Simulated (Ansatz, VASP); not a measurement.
Two plane-wave programs on AsPt

The input INCAR:

```
ALGO = Normal
EDIFF = 1E-7
ENCUT = 520
GGA = PE
ISIF = 2
ISMEAR = 0
LASPH = True
LCHARG = True
LELF = True
LREAL = False
LVHAR = True
LWAVE = False
NBANDS = 14
NELM = 60
PREC = Accurate
SIGMA = 0.05
```

Contents of KPOINTS:

```
k-points
0
Gamma
  12 12 12
```

POSCAR

```
AsPt
1.0
    0.0000000000      2.8499636890      2.8499636890
    2.8499636890      0.0000000000      2.8499636890
    2.8499636890      2.8499636890      0.0000000000
Pt As
1 1
Direct
    0.0000000000      0.0000000000      0.0000000000
    0.2500000000      0.2500000000      0.2500000000
```

Input for Ansatz:

```yaml
crystal:
  lattice:
    - [0.0, 2.849963689, 2.849963689]
    - [2.849963689, 0.0, 2.849963689]
    - [2.849963689, 2.849963689, 0.0]
  atoms:
    - { symbol: Pt, position: [0.0, 0.0, 0.0] }
    - { symbol: As, position: [0.25, 0.25, 0.25] }
basis:
  ecutwfc: 420
  ecutrho_ratio: 4
kpoints:
  mp_grid: { grid: [12, 12, 12] }
hamiltonian:
  xc: pbe
scf:
  occupations: { method: gaussian, width: 0.05 }
output:
  forces: true
  stress: true
  eigenvalues: true
  write_density: true
  write_potential: true
  elf: true
  volumetric_format: npy
```

Alike in both runs: task single point; functional PBE; k mesh 12 × 12 × 12; occupations gaussian, width 0.05 eV; no spin polarisation.

|  | VASP | Ansatz |
| --- | --- | --- |
| version | VASP 6.6.1 | Ansatz 0.2.0 |
| potentials or method | VASP PAW PBE potentials, release 64 (Pt, As), cutoff 520 eV | scalar-relativistic, plane waves, PAW |
| valence electrons in the cell | 15 | 33 |

```tsv
	VASP	Ansatz	Ansatz less VASP
gap on the k mesh at the Fermi level (eV)	none	none	-
pressure (GPa)	-3.8	-3.8	0.00
```

A gap of «none» marks a metal or a gap that the smearing closes. With one functional, cell and mesh, what is left measures potentials, basis and numerics. VASP's potentials hold 15 valence electrons a cell and Ansatz's 33, so a difference there can come from the potentials and not from the codes.

Neither program's run includes spin-orbit coupling.
